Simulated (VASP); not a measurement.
# ScCu (Pm-3m) in VASP: further runs, part 2 of 2

VASP 6.6.1.

### 3 Electric field gradients, LDA (volume scaled by 1.06)

Input file INCAR:

```
SYSTEM = ScCu
ALGO = Normal
EDIFF = 1E-8
ENCUT = 520
GGA = CA
ISIF = 2
ISMEAR = -1
LASPH = .TRUE.
LCHARG = .FALSE.
LEFG = .TRUE.
LREAL = .FALSE.
LWAVE = .FALSE.
NBANDS = 18
NELM = 60
PREC = Accurate
SIGMA = 0.05
```

Input file KPOINTS:

```
k-points
0
G
  11 11 11
  0 0 0
```

Input file POSCAR:

```
ScCu
1.0
    3.3198593498      0.0000000000      0.0000000000
    0.0000000000      3.3198593498      0.0000000000
    0.0000000000      0.0000000000      3.3198593498
Sc Cu
1 1
Direct
    0.5000000000      0.5000000000      0.5000000000
    0.0000000000      0.0000000000      0.0000000000
```

Potentials or basis: VASP PAW LDA potentials, release 64 (Sc_sv, Cu).

The run is started by

```bash
$ cat potpaw_LDA.64/Sc_sv/POTCAR potpaw_LDA.64/Cu/POTCAR > POTCAR
$ mpirun -np 1 vasp_std > vasp.out
```

OUTCAR:

```text
SYSTEM = ScCu
   EDIFF = 1E-8
   ENCUT = 520
   GGA = CA
   ISIF = 2
   ISMEAR = -1
   LASPH = .TRUE.
   LREAL = .FALSE.
   NELM = 60
   PREC = Accurate

 ion  position               nearest neighbor table
   1  0.500  0.500  0.500-   2 2.88   2 2.88   2 2.88   2 2.88   2 2.88   2 2.88   2 2.88   2 2.88

   2  0.000  0.000  0.000-   1 2.88   1 2.88   1 2.88   1 2.88   1 2.88   1 2.88   1 2.88   1 2.88

  LATTYP: Found a simple cubic cell.
 ALAT       =     3.3198593498

  Lattice vectors:

 A1 = (   3.3198593498,   0.0000000000,   0.0000000000)
 A2 = (   0.0000000000,   3.3198593498,   0.0000000000)
 A3 = (   0.0000000000,   0.0000000000,   3.3198593498)

Analysis of symmetry for initial positions (statically):
=====================================================================
 Subroutine PRICEL returns:
 Original cell was already a primitive cell.

 Routine SETGRP: Setting up the symmetry group for a
 simple cubic supercell.

 Subroutine GETGRP returns: Found 48 space group operations
 (whereof 48 operations were pure point group operations)
 out of a pool of 48 trial point group operations.

The static configuration has the point symmetry O_h .

Analysis of symmetry for dynamics (positions and initial velocities):
=====================================================================
 Subroutine PRICEL returns:
 Original cell was already a primitive cell.

 Routine SETGRP: Setting up the symmetry group for a
 simple cubic supercell.

 Subroutine GETGRP returns: Found 48 space group operations
 (whereof 48 operations were pure point group operations)
 out of a pool of 48 trial point group operations.

[... 151 lines left out ...]
 cond. band min:       4.8086643061   @ k =   0.4545   0.4545   0.0909
 fundamental gap:      0.0261888467
 Fermi energy:         4.7886626901

 k-point     1 :       0.0000    0.0000    0.0000
  band No.  band energies     occupation
      1     -44.4567      2.00000
      2     -23.3202      2.00000
      3     -23.3202      2.00000
      4     -23.3202      2.00000
      5      -2.0114      2.00000
      6       1.1564      2.00000
[... 481 lines left out ...]
      5      -0.6920      2.00000
      6       1.3923      2.00000
[... 10 lines left out ...]
     17      12.6878      0.00000
     18      12.8988      0.00000

 [... further k-points ...]
[... 5 lines left out ...]
  --------------------------------------------------------------------------------------
  -------------------------------------------------------------------------------------
  Total       -2.5024108     -2.5024108     -2.5024108      0.0000000      0.0000000      0.0000000
  in kB     -109.5746600   -109.5746600   -109.5746600      0.0000000      0.0000000      0.0000000
  external PRESSURE =    -109.5746600 kB  Pullay stress =       0.0000000 kB

 VOLUME and BASIS-vectors are now :
 -----------------------------------------------------------------------------
  energy-cutoff  :      520.00
  volume of cell :       36.59
      direct lattice vectors                 reciprocal lattice vectors
     3.319859350  0.000000000  0.000000000     0.301217580  0.000000000  0.000000000
     0.000000000  3.319859350  0.000000000     0.000000000  0.301217580  0.000000000
     0.000000000  0.000000000  3.319859350     0.000000000  0.000000000  0.301217580

 POSITION                                       TOTAL-FORCE (eV/Angst)
 -----------------------------------------------------------------------------------
      1.65993      1.65993      1.65993         0.000000      0.000000      0.000000
      0.00000      0.00000      0.00000         0.000000      0.000000      0.000000
 -----------------------------------------------------------------------------------
    total drift:                               -0.000000      0.000000      0.000000

  FREE ENERGIE OF THE ION-ELECTRON SYSTEM (eV)
  ---------------------------------------------------
  free  energy   TOTEN  =       -11.7884832509 eV

  energy  without entropy=      -11.7729304890  energy(sigma->0) =      -11.78070687

 Electric field gradients (V/A^2)
---------------------------------------------------------------------
 ion       V_xx      V_yy      V_zz      V_xy      V_xz      V_yz
---------------------------------------------------------------------
   1      -0.000    -0.000     0.000    -0.000    -0.000    -0.000
   2      -0.000    -0.000     0.000    -0.000    -0.000     0.000
---------------------------------------------------------------------

 Electric field gradients after diagonalization (V/A^2)
 (convention: |V_zz| > |V_xx| > |V_yy|)
----------------------------------------------------------------------
 ion       V_xx      V_yy      V_zz     asymmetry (V_yy - V_xx)/ V_zz
----------------------------------------------------------------------
   1       0.000    -0.000    -0.000       1.430
   2      -0.000    -0.000     0.000       0.084
----------------------------------------------------------------------

           NMR quadrupolar parameters

 Cq : quadrupolar parameter    Cq=e*Q*V_zz/h
 eta: asymmetry parameters     (V_yy - V_xx)/ V_zz
 Q  : nuclear electric quadrupole moment in mb (millibarn)
----------------------------------------------------------------------
 ion       Cq(MHz)       eta       Q (mb)
----------------------------------------------------------------------
   1      -0.000       1.430       1.000
   2       0.000       0.084       1.000
----------------------------------------------------------------------
```

OSZICAR:

```text
N       E                     dE             d eps       ncg     rms          rms(c)
DAV:   1     0.212346856139E+03    0.21235E+03   -0.10886E+04  2064   0.165E+03
DAV:   2    -0.444748083679E+01   -0.21679E+03   -0.21153E+03  2056   0.407E+02
DAV:   3    -0.137257855732E+02   -0.92783E+01   -0.90580E+01  2800   0.117E+02
DAV:   4    -0.138725284084E+02   -0.14674E+00   -0.14623E+00  2988   0.139E+01
DAV:   5    -0.138743927438E+02   -0.18643E-02   -0.18639E-02  2838   0.135E+00    0.112E+01
DAV:   6    -0.132250275170E+02    0.64937E+00   -0.19993E+01  2068   0.952E+01    0.706E+00
DAV:   7    -0.118439134934E+02    0.13811E+01   -0.57938E+00  2894   0.459E+01    0.153E+00
DAV:   8    -0.118011606676E+02    0.42753E-01   -0.17789E-01  2992   0.440E+00    0.819E-01
DAV:   9    -0.117925211443E+02    0.86395E-02   -0.62783E-02  3036   0.530E+00    0.447E-01
DAV:  10    -0.117885417851E+02    0.39794E-02   -0.19854E-02  3034   0.281E+00    0.743E-02
DAV:  11    -0.117884824776E+02    0.59307E-04   -0.42727E-04  3164   0.363E-01    0.167E-02
DAV:  12    -0.117884834473E+02   -0.96968E-06   -0.35659E-05  3744   0.716E-02    0.398E-03
DAV:  13    -0.117884834899E+02   -0.42573E-07   -0.10934E-06  2146   0.815E-03    0.392E-03
DAV:  14    -0.117884832548E+02    0.23502E-06   -0.54162E-07  3310   0.145E-02    0.752E-04
DAV:  15    -0.117884832509E+02    0.39490E-08   -0.71116E-08  3110   0.400E-03
   1 F= -.11788483E+02 E0= -.11780707E+02  d E =-.155528E-01
```

stdout:

```text
POSCAR found type information on POSCAR ScCu
 POSCAR found :  2 types and       2 ions
 scaLAPACK will be used
 LDA part: xc-table for (Slater(with rela. corr.)+CA(PZ))
 , standard interpolation
 POSCAR, INCAR and KPOINTS ok, starting setup
 FFT: planning ... GRIDC
 FFT: planning ... GRID_SOFT
 FFT: planning ... GRID
 WAVECAR not read
 entering main loop
ion   1

ion   2
```

Wall time 40 s (1 thread of Intel Xeon Platinum 8375C at 2.90GHz (Ice Lake), shared host); peak memory 0.16 GiB.

What came out:

```yaml
Free_energy: -11.7885 eV
Pressure: -11.0 GPa
Band_gap_on_the_k_mesh: zero (band 11 reaches 5.27 eV, above the bottom of band 12 at 3.60 eV)
```

Levels at points of the mesh, in eV from the Fermi level:
```tsv
k point	band 7	band 8	band 9	band 10	band 11	band 12	band 13	band 14	band 15	band 16
(0.00, 0.00, 0.00)	-3.63	-2.89	-2.89	-2.89	0.46	0.46	2.91	2.91	2.91	6.49
```

Caveat: without QUAD_EFG the Cq values of the log hold for a quadrupole moment of 1 mb, not for the nuclei.
